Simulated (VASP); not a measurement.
Write the native input for VASP 6.6.1 that does the following.

```
Task                   : single point
Functional             : PBEsol
Potentials or basis    : VASP PAW PBE potentials, release 64 (P)
Cutoff                 : 520 eV
k mesh                 : 8 × 1 × 6
Occupations            : gaussian, width 0.05 eV
Spin                   : no spin polarisation
Dipole correction      : no
Further INCAR settings : ALGO = Normal; EDIFF = 1e-06; NBANDS = 18
```

The structure of P lies in POSCAR:

```
P
1.0
    3.4479141060      0.0000000000      0.0000000000
    0.0000000000     36.5998825395      0.0000000000
    0.0000000000      0.0000000000      4.6320847100
P
4
Direct
    0.0000000000      0.9702614300      0.5921507200
    0.0000000000      0.0297385700      0.4078492800
    0.5000000000      0.0297385700      0.0921507200
    0.5000000000      0.9702614300      0.9078492800
```

This cell differs from its parent crystal: strain +0.050 along x and y, +0.000 along z.

The input as run:

INCAR

```
SYSTEM = P
PREC = Accurate
ENCUT = 520
EDIFF = 1E-6
ISMEAR = 0
SIGMA = 0.05
LREAL = .False.
LASPH = .True.
NELM = 80
ALGO = Normal
ISIF = 2
LWAVE = .False.
LCHARG = .True.
GGA = PS
LELF = .True.
LVHAR = .True.
NBANDS = 18
```

KPOINTS

```
regular mesh
0
Gamma
  8 1 6
  0 0 0
```

Potentials or basis: VASP PAW PBE potentials, release 64 (P).

Command:

```console
$ cat potpaw_PBE.64/P/POTCAR > POTCAR
$ mpirun -np 1 vasp_std > vasp.out
```

Results of the run:

```
Largest force          : 0.707 eV/Å
Band gap on the k mesh : 0.71 eV
```

Caveat: the cell differs from its parent crystal (strain +0.050 along x and y, +0.000 along z); there is no dipole correction, which matters where the two faces differ; semilocal functionals underestimate gaps, and a narrow one can read as zero; the PAW data sets were made with another functional, which shifts forces and pressure a little.

Wall time 4 min on 1 thread of Intel(R) Xeon(R) Platinum 8488C (Sapphire Rapids), on a shared host, peak memory 0.63 GiB.
